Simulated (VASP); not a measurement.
# Os (I4/mmm) in VASP: a series of runs

Os is run at these levels: r2SCAN; tasks: single point.

Everything below comes from runs of VASP 6.6.1. Logs are shortened: lines on timing, memory, paths and dates and some standing lists are left out, and cuts for length are marked.

### Step 1. The cell of the first run

It takes space group I4/mmm (No. 139, tetragonal). The conventional cell has a = 2.751 Å, b = 2.751 Å, c = 4.065 Å, α = 90.00°, β = 90.00°, γ = 90.00°. Os (site symmetry 4/mmm) has 12 Os at 2.75 to 2.81 Å within 3.6 Å.

### Step 2. Single point, r2SCAN (strain +0.0450 x Voigt [1, 0, 0, 0, 0, 0])

File POSCAR:

```
Os
1.0
    0.0000000000      1.9450000000      1.9450000000
    2.0325250000      0.0000000000      1.9450000000
    2.0325250000      1.9450000000      0.0000000000
Os
1
Direct
    0.0000000000      0.0000000000      0.0000000000
```

File INCAR.step1:

```
ALGO = Normal
EDIFF = 1E-4
ENCUT = 520
GGA = PE
ISMEAR = 0
LASPH = True
LCHARG = False
LREAL = False
LWAVE = True
NBANDS = 10
NELM = 60
PREC = Accurate
SIGMA = 0.15
```

File INCAR.step2:

```
ALGO = Normal
EDIFF = 1E-6
ENCUT = 520
ISIF = 2
ISMEAR = 0
ISTART = 1
LASPH = True
LCHARG = False
LMIXTAU = True
LREAL = False
LWAVE = False
METAGGA = R2SCAN
NBANDS = 10
NELM = 60
PREC = Accurate
SIGMA = 0.15
```

File KPOINTS:

```
k-points
0
Gamma
  20 20 20
```

Potentials or basis: VASP PAW PBE potentials, release 64 (Os).

On the command line:

```sh
> cat potpaw_PBE.64/Os/POTCAR > POTCAR
> cp INCAR.step1 INCAR
> mpirun -np 1 vasp_std > vasp.out
> cp INCAR.step2 INCAR
> mpirun -np 1 vasp_std > vasp.out
```

OUTCAR:

```text
EDIFF = 1E-6
   ENCUT = 520
   ISIF = 2
   ISMEAR = 0
   ISTART = 1
   LASPH = True
   LREAL = False
   METAGGA = R2SCAN
   NELM = 60
   PREC = Accurate

 ion  position               nearest neighbor table
   1  0.000  0.000  0.000-

  LATTYP: Found a body centered tetragonal cell.
 ALAT       =     2.7506453788
 C/A-ratio  =     1.4778531727

  Lattice vectors:

 A1 = (   2.0325250000,   0.0000000000,   1.9450000000)
 A2 = (   2.0325250000,   0.0000000000,  -1.9450000000)
 A3 = (  -2.0325250000,   1.9450000000,   0.0000000000)

Analysis of symmetry for initial positions (statically):
=====================================================================
 Subroutine PRICEL returns:
 Original cell was already a primitive cell.

 Routine SETGRP: Setting up the symmetry group for a
 body centered tetragonal supercell.

 Subroutine GETGRP returns: Found 16 space group operations
 (whereof 16 operations were pure point group operations)
 out of a pool of 16 trial point group operations.

The static configuration has the point symmetry D_4h.

Analysis of symmetry for dynamics (positions and initial velocities):
=====================================================================
 Subroutine PRICEL returns:
 Original cell was already a primitive cell.

 Routine SETGRP: Setting up the symmetry group for a
 body centered tetragonal supercell.

 Subroutine GETGRP returns: Found 16 space group operations
 (whereof 16 operations were pure point group operations)
 out of a pool of 16 trial point group operations.

The dynamic configuration has the point symmetry D_4h.

 Subroutine INISYM returns: Found 16 space group operations
 (whereof 16 operations are pure point group operations),
 and found     1 'primitive' translations

----------------------------------------------------------------------------------------

                                     Primitive cell

  volume of cell :      15.3782

  direct lattice vectors                    reciprocal lattice vectors
     0.000000000  1.945000000  1.945000000    -0.245999434  0.257069409  0.257069409
     2.032525000  0.000000000  1.945000000     0.245999434 -0.257069409  0.257069409
     2.032525000  1.945000000  0.000000000     0.245999434  0.257069409 -0.257069409

  length of vectors
     2.750645379  2.813215753  2.813215753     0.438959091  0.438959091  0.438959091

  position of ions in fractional coordinates (direct lattice)
     0.000000000  0.000000000  0.000000000

  ion indices of the primitive-cell ions
   primitive index   ion index
                 1           1

----------------------------------------------------------------------------------------

 KPOINTS: k-points

Automatic generation of k-mesh.
 Grid dimensions read from file:
 generate k-points for:   20   20   20

 Generating k-lattice:

  Cartesian coordinates                     Fractional coordinates (reciprocal lattice)
    -0.012299972  0.012853470  0.012853470     0.050000000  0.000000000  0.000000000
     0.012299972 -0.012853470  0.012853470     0.000000000  0.050000000 -0.000000000
     0.012299972  0.012853470 -0.012853470     0.000000000 -0.000000000  0.050000000

  Length of vectors
     0.021947955  0.021947955  0.021947955

  Shift w.r.t. Gamma in fractional coordinates (k-lattice)
     0.000000000  0.000000000  0.000000000

 Subroutine IBZKPT returns following result:
 ===========================================

 Found    641 irreducible k-points:

 Following reciprocal coordinates:
            Coordinates               Weight
  0.000000  0.000000  0.000000      1.000000
  0.050000  0.000000  0.000000      8.000000
  0.100000  0.000000  0.000000      8.000000
  0.150000  0.000000  0.000000      8.000000
  0.200000  0.000000  0.000000      8.000000
  0.250000  0.000000  0.000000      8.000000
[... 16 lines left out ...]
 -0.400000  0.050000  0.000000     16.000000
 -0.350000  0.050000  0.000000     16.000000
 [... further k-points ...]
   k-points           NKPTS =    641   k-points in BZ     NKDIM =    641   number of bands    NBANDS=     10
   number of dos      NEDOS =    301   number of ions     NIONS =      1
   total plane-waves  NPLWV =  11520
   dimension x,y,z NGX =    20 NGY =   24 NGZ =   24
   dimension x,y,z NGXF=    40 NGYF=   48 NGZF=   48
   ions per type =               1
   NGX,Y,Z   is equivalent  to a cutoff of  12.09, 14.18, 14.18 a.u.
   NGXF,Y,Z  is equivalent  to a cutoff of  24.18, 28.37, 28.37 a.u.
 SYSTEM =  unknown system
   PREC   = accura    normal or accurate (medium, high low for compatibility)
   ISTART =      1    job   : 0-new  1-cont  2-samecut
   ICHARG =      0    charge: 1-file 2-atom 10-const
   ISPIN  =      1    spin polarized calculation?
   LNONCOLLINEAR =      F non collinear calculations
   LSORBIT =      F    spin-orbit coupling
   LASPH  =      T    aspherical Exc in radial PAW
   ENCUT  =  520.0 eV  38.22 Ry    6.18 a.u.   5.11  5.23  5.23*2*pi/ulx,y,z
   NELM   =     60;   NELMIN=  2; NELMDL=  0     # of ELM steps
   EDIFF  = 0.1E-05   stopping-criterion for ELM
   LREAL  =      F    real-space projection
   EDIFFG = 0.1E-04   stopping-criterion for IOM
   NSW    =      0    number of steps for IOM
   IBRION =     -1    ionic relax: 0-MD 1-quasi-New 2-CG
   NFREE  =      0    steps in history (QN), initial steepest desc. (CG)
   ISIF   =      2    stress and relaxation
   ISYM   =      2    0-nonsym 1-usesym 2-fastsym
   POTIM  = 0.5000    time-step for ionic-motion
   TEBEG  =    0.0;   TEEND  =   0.0 temperature during run
   PSTRESS=    0.0 pullay stress
   NELECT =       8.0000    total number of electrons
   NUPDOWN=      -1.0000    fix difference up-down
   EMIN   =  10.00;   EMAX   =-10.00  energy-range for DOS
   EFERMI =   0.00;   METHOD = LEGACY
   ISMEAR =     0;   SIGMA  =   0.15  broadening in eV -4-tet -1-fermi 0-gaus
   EFERMI_NEDOS =   21; number of points for ismear=-14 and -15
   IALGO  =     38    algorithm
   IMIX   =      4    mixing-type and parameters
     AMIX     =   0.40;   BMIX     =  1.00
     AMIX_MAG =   1.60;   BMIX_MAG =  1.00
  volume/ion in A,a.u.               =      15.38       103.78
  Fermi-wavevector in a.u.,A,eV,Ry     =   1.316648  2.488105 23.586554  1.733563
  Thomas-Fermi vector in A             =   2.446745
   LORBIT       =      0    0 simple, 1 ext, 2 COOP (PROOUT), +10 PAW based schemes
   METAGGA = R2SCAN    functional components
   LHFCALC =     F    Hartree Fock is set to
   AEXX    =    0.0000 exact exchange contribution
   IVDW    =     0    specifies the selected vdW correction
   LEPSILON=     F    determine dielectric tensor
   LRPA    =     F    only Hartree local field effects (RPA)
 non-spin polarized calculation
 Gauss-broadening in eV      SIGMA  =   0.15
  energy-cutoff  :      520.00
  volume of cell :       15.38
 maximum number of plane-waves:       428
   NGX = 11   NGY = 11   NGZ = 11

 number of electron       8.0000000 magnetization

 Free energy of the ion-electron system (eV)
  ---------------------------------------------------
  ext. energy  EPLUGINS =         0.00000000
  ---------------------------------------------------
  free energy    TOTEN  =       -52.70995483 eV

  energy without entropy =      -52.69910238  energy(sigma->0) =      -52.70452861

 E-fermi :   7.7920     XC(G=0): -14.7656

 val. band max:        7.7858400670   @ k =   0.2500  -0.2500   0.0500
 cond. band min:       7.7937598329   @ k =  -0.4500   0.3500   0.1500
 fundamental gap:      0.0079197659
 Fermi energy:         7.7920086785

 k-point     1 :       0.0000    0.0000    0.0000
  band No.  band energies     occupation
      1      -2.6787      2.00000
      2       4.6540      2.00000
      3       5.2829      2.00000
      4       5.2829      2.00000
      5       7.3585      1.99996
      6       8.1511      0.00071
      7      22.7790      0.00000
      8      27.4442      0.00000
      9      28.8006      0.00000
     10      28.8006      0.00000

 k-point     2 :       0.0500    0.0000    0.0000
  band No.  band energies     occupation
      1      -2.5674      2.00000
      2       4.6700      2.00000
      3       5.2496      2.00000
      4       5.3324      2.00000
      5       7.3341      1.99998
      6       8.1085      0.00284
      7      22.9789      0.00000
      8      27.3347      0.00000
      9      28.4665      0.00000
     10      28.9932      0.00000

 k-point     3 :       0.1000    0.0000    0.0000
  band No.  band energies     occupation
      1      -2.2423      2.00000
      2       4.6607      2.00000
      3       5.2095      2.00000
      4       5.4684      2.00000
      5       7.2863      2.00000
      6       8.0011      0.04864
      7      23.5377      0.00000
      8      26.4231      0.00000
      9      28.6439      0.00000
     10      29.5556      0.00000

 k-point     4 :       0.1500    0.0000    0.0000
  band No.  band energies     occupation
      1      -1.7320      2.00000
      2       4.5418      2.00000
      3       5.2464      2.00000
      4       5.6467      2.00000
      5       7.2914      2.00000
      6       7.8913      0.34943
      7      24.2834      0.00000
      8      25.1508      0.00000
      9      29.4372      0.00000
     10      30.4429      0.00000
[... 222 lines left out ...]
 k-point    22 :      -0.4500    0.0500    0.0000
  band No.  band energies     occupation
      1       0.6783      2.00000
      2       4.6528      2.00000
      3       5.1830      2.00000
      4       7.1039      2.00000
      5       9.8162      0.00000
      6      10.2878      0.00000
      7      16.2710      0.00000
      8      22.5499      0.00000
      9      27.8826      0.00000
     10      28.5291      0.00000

 k-point    23 :      -0.4000    0.0500    0.0000
  band No.  band energies     occupation
      1       0.6633      2.00000
      2       4.7210      2.00000
      3       5.2750      2.00000
      4       6.4270      2.00000
      5       9.4105      0.00000
      6      10.0012      0.00000
      7      17.3657      0.00000
      8      22.8854      0.00000
      9      28.3747      0.00000
     10      29.3282      0.00000

 k-point    24 :      -0.3500    0.0500    0.0000
  band No.  band energies     occupation
      1       0.5797      2.00000
      2       4.8497      2.00000
      3       5.4192      2.00000
      4       5.5357      2.00000
      5       8.8470      0.00000
      6       9.5618      0.00000
      7      18.8995      0.00000
      8      23.5213      0.00000
      9      29.1848      0.00000
     10      30.6956      0.00000

 [... further k-points ...]
[... 5 lines left out ...]
  --------------------------------------------------------------------------------------
  -------------------------------------------------------------------------------------
  Total       -3.6202255     -2.4442582     -2.4442582      0.0000000      0.0000000     -0.0000000
  in kB     -377.1734424   -254.6552108   -254.6552108      0.0000000      0.0000000     -0.0000000
  external PRESSURE =    -295.4946213 kB  Pullay stress =       0.0000000 kB

 VOLUME and BASIS-vectors are now :
 -----------------------------------------------------------------------------
  energy-cutoff  :      520.00
  volume of cell :       15.38
      direct lattice vectors                 reciprocal lattice vectors
     0.000000000  1.945000000  1.945000000    -0.245999434  0.257069409  0.257069409
     2.032525000  0.000000000  1.945000000     0.245999434 -0.257069409  0.257069409
     2.032525000  1.945000000  0.000000000     0.245999434  0.257069409 -0.257069409

 POSITION                                       TOTAL-FORCE (eV/Angst)
 -----------------------------------------------------------------------------------
      0.00000      0.00000      0.00000         0.000000      0.000000      0.000000
 -----------------------------------------------------------------------------------
    total drift:                               -0.000000      0.000000      0.000000

  FREE ENERGIE OF THE ION-ELECTRON SYSTEM (eV)
  ---------------------------------------------------
  free  energy   TOTEN  =       -52.7099548299 eV

  energy  without entropy=      -52.6991023815  energy(sigma->0) =      -52.70452861
```

It took 2.2 min on 1 thread of Intel Xeon 6975P-C (Granite Rapids), shared host; peak memory 0.22 GiB.

What came out:

```yaml
Free_energy: -52.7100 eV
Pressure: -29.5 GPa
Band_gap_on_the_k_mesh: zero (band 4 reaches 10.27 eV, above the bottom of band 5 at 6.32 eV)
```

Caveat: the cell differs from its parent crystal (strain +0.0450 x Voigt [1, 0, 0, 0, 0, 0]); the PAW data sets were made with another functional, which shifts forces and pressure a little; spin-orbit coupling is left out, which moves the levels of the heavy elements.

### Step 3. Single point, r2SCAN (strain +0.0525 x Voigt [1, 0, 0, 0, 0, 0])

File POSCAR:

```
Os
1.0
    0.0000000000      1.9450000000      1.9450000000
    2.0471125000      0.0000000000      1.9450000000
    2.0471125000      1.9450000000      0.0000000000
Os
1
Direct
    0.0000000000      0.0000000000      0.0000000000
```

File INCAR.step1:

```
SYSTEM = Os
  PREC = Accurate
  ENCUT = 520
  ISMEAR = 0
  SIGMA = 0.15
  LREAL = .False.
  LASPH = .True.
  NELM = 60
  NBANDS = 10
  GGA = PE
  ALGO = Normal
  EDIFF = 1E-4
  LWAVE = .True.
  LCHARG = .False.
```

File INCAR.step2:

```
SYSTEM = Os
  PREC = Accurate
  ENCUT = 520
  EDIFF = 1E-6
  ISMEAR = 0
  SIGMA = 0.15
  LREAL = .False.
  LASPH = .True.
  NELM = 60
  ALGO = Normal
  ISIF = 2
  LWAVE = .False.
  LCHARG = .False.
  METAGGA = R2SCAN
  LMIXTAU = .True.
  NBANDS = 10
  ISTART = 1
```

File KPOINTS:

```
Automatic mesh
0
Gamma
  20 20 20
  0 0 0
```

Potentials or basis: VASP PAW PBE potentials, release 64 (Os).

On the command line:

```sh
> cat potpaw_PBE.64/Os/POTCAR > POTCAR
> cp INCAR.step1 INCAR
> mpirun -np 1 vasp_std > vasp.out
> cp INCAR.step2 INCAR
> mpirun -np 1 vasp_std > vasp.out
```

It took 2.1 min on 1 thread of Intel Xeon 6975P-C (Granite Rapids), shared host; peak memory 0.23 GiB.

Results (log left out):

| Property | Result |
| --- | --- |
| Free energy | -52.6830 eV |
| Pressure | -31.3 GPa |
| Band gap on the k mesh | zero (band 4 reaches 10.09 eV, above the bottom of band 5 at 6.18 eV) |

Stress tensor (GPa, compression positive):
```
-40.84   0.00   0.00
  0.00 -26.59   0.00
  0.00   0.00 -26.59
```

Levels at points of the mesh, in eV from the Fermi level:
| k point | band 1 | band 2 | band 3 | band 4 | band 5 | band 6 | band 7 | band 8 |
| --- | --- | --- | --- | --- | --- | --- | --- | --- |
| (0.00, 0.00, 0.00) | -10.41 | -3.17 | -2.44 | -2.44 | -0.50 | 0.41 | 15.00 | 19.49 |
| (0.50, 0.00, 0.00) | -7.15 | -3.20 | -2.49 | -0.20 | 1.95 | 2.29 | 8.20 | 14.47 |
| (0.50, 0.50, 0.00) | -6.88 | -6.24 | 1.98 | 2.40 | 2.55 | 3.08 | 11.64 | 11.75 |
| (0.00, 0.50, 0.50) | -6.96 | -6.23 | 1.49 | 2.12 | 2.70 | 2.70 | 10.39 | 12.84 |

Caveat: the cell differs from its parent crystal (strain +0.0525 x Voigt [1, 0, 0, 0, 0, 0]); the PAW data sets were made with another functional, which shifts forces and pressure a little; spin-orbit coupling is left out, which moves the levels of the heavy elements.
